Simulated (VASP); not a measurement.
A run of VASP 6.6.1 is set up as follows.

File INCAR:

```
SYSTEM = Ge
PREC = Accurate ; ENCUT = 520
EDIFF = 1E-7 ; ISMEAR = 0
SIGMA = 0.1 ; LREAL = .False.
LASPH = .True. ; NELM = 80
ALGO = Normal ; ISIF = 2
LWAVE = .False. ; LCHARG = .False.
LDIPOL = .True. ; IDIPOL = 3
DIPOL = 0.5 0.5 0.500 ; GGA = PE
IVDW = 12 ; NBANDS = 21
```

KPOINTS

```
regular mesh
0
Gamma
  12 12 1
  0 0 0
```

Contents of POSCAR:

```
Ge
1.0
    3.7710000000      0.0000000000      0.0000000000
   -1.8855000000      3.2657817977      0.0000000000
    0.0000000000      0.0000000000     28.0000000000
Ge
2
Direct
    0.3333333333      0.6666666667      0.5026250000
    0.6666666667      0.3333333333      0.4973750000
```

Potentials or basis: VASP PAW PBE potentials, release 64 (Ge_d).

Run with:

```sh
$ cat potpaw_PBE.64/Ge_d/POTCAR > POTCAR
$ mpirun -np 1 vasp_std > vasp.out
```

Problem. Estimate the dispersion energy per atom.

Solution. -0.175 eV.

Problem. What does it give for the band gap on the k mesh?

Solution. Zero (filled and empty bands touch).

Problem. Estimate the largest force.

Solution. 0.550 eV/Å.

Forces in eV/Å, atoms in the order of the input:
```
Ge   0.000  0.000  0.550
Ge   0.000  0.000 -0.550
```
